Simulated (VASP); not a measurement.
# CoO (R3m) in VASP: further runs, part 2 of 2

VASP 6.6.1.

### Step 3. Single point, PBE, collinear spin, ferromagnetic start (atoms displaced along a vibrational mode)

INCAR

```
ALGO = Normal
EDIFF = 1E-6
ENCUT = 520
GGA = PE
ISIF = 2
ISMEAR = 0
ISPIN = 2
LASPH = T
LCHARG = T
LELF = T
LMAXMIX = 4
LORBIT = 11
LREAL = F
LVHAR = T
LWAVE = F
MAGMOM = 2.7 0.34
NBANDS = 18
NELM = 150
PREC = Accurate
SIGMA = 0.15
```

KPOINTS

```
k-points
0
Gamma
  18 18 18
```

POSCAR

```
CoO
1.0
    1.5451331124      0.8920830184      2.2990762412
   -1.5451331124      0.8920830184      2.2990762412
    0.0000000000     -1.7841660368      2.2990762412
Co O
1 1
Direct
    0.0125362507      0.0125362507      0.0125362507
    0.4538220331      0.4538220331      0.4538220331
```

Potentials or basis: VASP PAW PBE potentials, release 64 (Co, O).

Command:

```sh
cat potpaw_PBE.64/Co/POTCAR potpaw_PBE.64/O/POTCAR > POTCAR
mpirun -np 1 vasp_std > vasp.out
```

OUTCAR:

```text
EDIFF = 1E-6
   ENCUT = 520
   GGA = PE
   ISIF = 2
   ISMEAR = 0
   ISPIN = 2
   LASPH = T
   LORBIT = 11
   LREAL = F
   NELM = 150
   PREC = Accurate

 ion  position               nearest neighbor table
   1  0.013  0.013  0.013-   2 1.93   2 1.93   2 1.93   2 2.37   2 2.37   2 2.37
   2  0.454  0.454  0.454-   1 1.93   1 1.93   1 1.93   1 2.37   1 2.37   1 2.37

  LATTYP: Found a trigonal (rhomboedric) cell.
 ALAT       =     2.9101546367
 COS(alpha) =     0.4361940412

  Lattice vectors:

 A1 = (   1.5451331124,   0.8920830184,   2.2990762412)
 A2 = (  -1.5451331124,   0.8920830184,   2.2990762412)
 A3 = (   0.0000000000,  -1.7841660368,   2.2990762412)

Analysis of symmetry for initial positions (statically):
=====================================================================
 Subroutine PRICEL returns:
 Original cell was already a primitive cell.

 Routine SETGRP: Setting up the symmetry group for a
 trigonal (rhombohedral) supercell.

 Subroutine GETGRP returns: Found  6 space group operations
 (whereof  6 operations were pure point group operations)
 out of a pool of 12 trial point group operations.

The static configuration has the point symmetry C_3v.

Analysis of symmetry for dynamics (positions and initial velocities):
=====================================================================
 Subroutine PRICEL returns:
 Original cell was already a primitive cell.

 Routine SETGRP: Setting up the symmetry group for a
 trigonal (rhombohedral) supercell.

 Subroutine GETGRP returns: Found  6 space group operations
 (whereof  6 operations were pure point group operations)
 out of a pool of 12 trial point group operations.

The dynamic configuration has the point symmetry C_3v.

Analysis of structural, dynamic, and magnetic symmetry:
=====================================================================
 Subroutine PRICEL returns:
 Original cell was already a primitive cell.

 Routine SETGRP: Setting up the symmetry group for a
 trigonal (rhombohedral) supercell.

 Subroutine GETGRP returns: Found  6 space group operations
 (whereof  6 operations were pure point group operations)
 out of a pool of 12 trial point group operations.

The overall configuration has the point symmetry C_3v.

 Subroutine INISYM returns: Found  6 space group operations
 (whereof  6 operations are pure point group operations),
 and found     1 'primitive' translations

----------------------------------------------------------------------------------------

                                     Primitive cell

  volume of cell :      19.0141

  direct lattice vectors                    reciprocal lattice vectors
     1.545133112  0.892083018  2.299076241     0.323596715  0.186828651  0.144985767
    -1.545133112  0.892083018  2.299076241    -0.323596715  0.186828651  0.144985767
     0.000000000 -1.784166037  2.299076241     0.000000000 -0.373657301  0.144985767

  length of vectors
     2.910154637  2.910154637  2.910154637     0.400800015  0.400800015  0.400800015

  position of ions in fractional coordinates (direct lattice)
     0.012536251  0.012536251  0.012536251
[... 62 lines left out ...]
   total plane-waves  NPLWV =  13824
   dimension x,y,z NGX =    24 NGY =   24 NGZ =   24
   dimension x,y,z NGXF=    48 NGYF=   48 NGZF=   48
   ions per type =               1   1
   NGX,Y,Z   is equivalent  to a cutoff of  13.71, 13.71, 13.71 a.u.
   NGXF,Y,Z  is equivalent  to a cutoff of  27.42, 27.42, 27.42 a.u.
 SYSTEM =  unknown system
   PREC   = accura    normal or accurate (medium, high low for compatibility)
   ISTART =      0    job   : 0-new  1-cont  2-samecut
   ICHARG =      2    charge: 1-file 2-atom 10-const
   ISPIN  =      2    spin polarized calculation?
   LNONCOLLINEAR =      F non collinear calculations
   LSORBIT =      F    spin-orbit coupling
   LASPH  =      T    aspherical Exc in radial PAW
   ENCUT  =  520.0 eV  38.22 Ry    6.18 a.u.   5.41  5.41  5.41*2*pi/ulx,y,z
   NELM   =    150;   NELMIN=  2; NELMDL= -5     # of ELM steps
   EDIFF  = 0.1E-05   stopping-criterion for ELM
   LREAL  =      F    real-space projection
   EDIFFG = 0.1E-04   stopping-criterion for IOM
   NSW    =      0    number of steps for IOM
   IBRION =     -1    ionic relax: 0-MD 1-quasi-New 2-CG
   NFREE  =      0    steps in history (QN), initial steepest desc. (CG)
   ISIF   =      2    stress and relaxation
   ISYM   =      2    0-nonsym 1-usesym 2-fastsym
   POTIM  = 0.5000    time-step for ionic-motion
   TEBEG  =    0.0;   TEEND  =   0.0 temperature during run
   PSTRESS=    0.0 pullay stress
   NELECT =      15.0000    total number of electrons
   NUPDOWN=      -1.0000    fix difference up-down
   EMIN   =  10.00;   EMAX   =-10.00  energy-range for DOS
   EFERMI =   0.00;   METHOD = LEGACY
   ISMEAR =     0;   SIGMA  =   0.15  broadening in eV -4-tet -1-fermi 0-gaus
   EFERMI_NEDOS =   21; number of points for ismear=-14 and -15
   IALGO  =     38    algorithm
   IMIX   =      4    mixing-type and parameters
     AMIX     =   0.40;   BMIX     =  1.00
     AMIX_MAG =   1.60;   BMIX_MAG =  1.00
  volume/ion in A,a.u.               =       9.51        64.16
  Fermi-wavevector in a.u.,A,eV,Ry     =   1.512679  2.858548 31.132803  2.288196
  Thomas-Fermi vector in A             =   2.622571
   LORBIT       =     11    0 simple, 1 ext, 2 COOP (PROOUT), +10 PAW based schemes
   GGA     = PE    functional components
   LHFCALC =     F    Hartree Fock is set to
   AEXX    =    0.0000 exact exchange contribution
   IVDW    =     0    specifies the selected vdW correction
   LEPSILON=     F    determine dielectric tensor
   LRPA    =     F    only Hartree local field effects (RPA)
 spin polarized calculation
 Gauss-broadening in eV      SIGMA  =   0.15
  energy-cutoff  :      520.00
  volume of cell :       19.01
 maximum number of plane-waves:       528
 NGX is ok and might be reduce to    24
   NGX = 11   NGY = 11   NGZ = 11

 number of electron      14.9999996 magnetization       2.7945054

 Free energy of the ion-electron system (eV)
  ---------------------------------------------------
  ext. energy  EPLUGINS =         0.00000000
  ---------------------------------------------------
  free energy    TOTEN  =       -12.97537435 eV

  energy without entropy =      -12.94900362  energy(sigma->0) =      -12.96218899

 E-fermi :   8.1307     XC(G=0): -12.4667

 val. band max:        8.1293515430   @ k =  -0.3889   0.5000   0.0556
 cond. band min:       8.1316236899   @ k =   0.5000   0.3889   0.1667
 fundamental gap:      0.0022721469
 Fermi energy:         8.1306990166

 spin component 1

 k-point     1 :       0.0000    0.0000    0.0000
  band No.  band energies     occupation
      1     -12.3912      1.00000
      2       2.8991      1.00000
      3       2.8991      1.00000
      4       3.8762      1.00000
      5       4.9638      1.00000
      6       4.9638      1.00000
[... 493 lines left out ...]
     17      34.1560      0.00000
     18      35.9366      0.00000

 [... further k-points ...]

 spin component 2

 k-point     1 :       0.0000    0.0000    0.0000
  band No.  band energies     occupation
      1     -11.8825      1.00000
      2       4.0095      1.00000
      3       4.0095      1.00000
      4       5.0510      1.00000
      5       6.9610      1.00000
      6       6.9610      1.00000
[... 493 lines left out ...]
     17      34.6861      0.00000
     18      36.5618      0.00000

 [... further k-points ...]
[... 5 lines left out ...]
  --------------------------------------------------------------------------------------
  -------------------------------------------------------------------------------------
  Total        1.1905592      1.1905592      0.6432622      0.0000000     -0.0000000     -0.0000000
  in kB      100.3195937    100.3195937     54.2029356      0.0000000     -0.0000000     -0.0000000
  external PRESSURE =      84.9473743 kB  Pullay stress =       0.0000000 kB

 VOLUME and BASIS-vectors are now :
 -----------------------------------------------------------------------------
  energy-cutoff  :      520.00
  volume of cell :       19.01
      direct lattice vectors                 reciprocal lattice vectors
     1.545133112  0.892083018  2.299076241     0.323596715  0.186828651  0.144985767
    -1.545133112  0.892083018  2.299076241    -0.323596715  0.186828651  0.144985767
     0.000000000 -1.784166037  2.299076241     0.000000000 -0.373657301  0.144985767

 POSITION                                       TOTAL-FORCE (eV/Angst)
 -----------------------------------------------------------------------------------
      0.00000      0.00000      0.08647         0.000000      0.000000     -0.652359
      0.00000      0.00000      3.13011         0.000000     -0.000000      0.652359
 -----------------------------------------------------------------------------------
    total drift:                                0.000000      0.000000      0.000178

  FREE ENERGIE OF THE ION-ELECTRON SYSTEM (eV)
  ---------------------------------------------------
  free  energy   TOTEN  =       -12.9753743479 eV

  energy  without entropy=      -12.9490036243  energy(sigma->0) =      -12.96218899

 total charge

# of ion       s       p       d       tot
------------------------------------------
    1        0.338   0.421   7.214   7.974
    2        1.561   3.441   0.000   5.002
--------------------------------------------------
tot          1.899   3.863   7.214  12.976

 magnetization (x)

# of ion       s       p       d       tot
------------------------------------------
    1        0.017   0.035   2.371   2.424
    2        0.026   0.276   0.000   0.302
--------------------------------------------------
tot          0.043   0.311   2.371   2.725
```

Run time: 4.9 min. Hardware: 1 thread of AMD EPYC 9R45 (Zen 5), shared host; peak memory 0.35 GiB.

What came out:

- Free energy: -12.9754 eV
- Pressure: 8.5 GPa
- Largest force: 0.652 eV/Å
- Net moment: 2.79 μB per cell
- Site moments: Co +2.42; O +0.30 μB
- Valence electrons inside the program's atomic spheres: Co 7.97; O 5.00

Forces on the atoms (eV/Å):
```
Co   0.000  0.000 -0.652
O    0.000  0.000  0.652
```

Caveat: the cell differs from its parent crystal (atoms displaced along a vibrational mode); the cell stands under pressure; a cell with one magnetic atom can't hold antiferromagnetic order, which such compounds often take; semilocal functionals often make such compounds metallic where correlation or magnetic order opens a gap, which also shifts bond lengths.
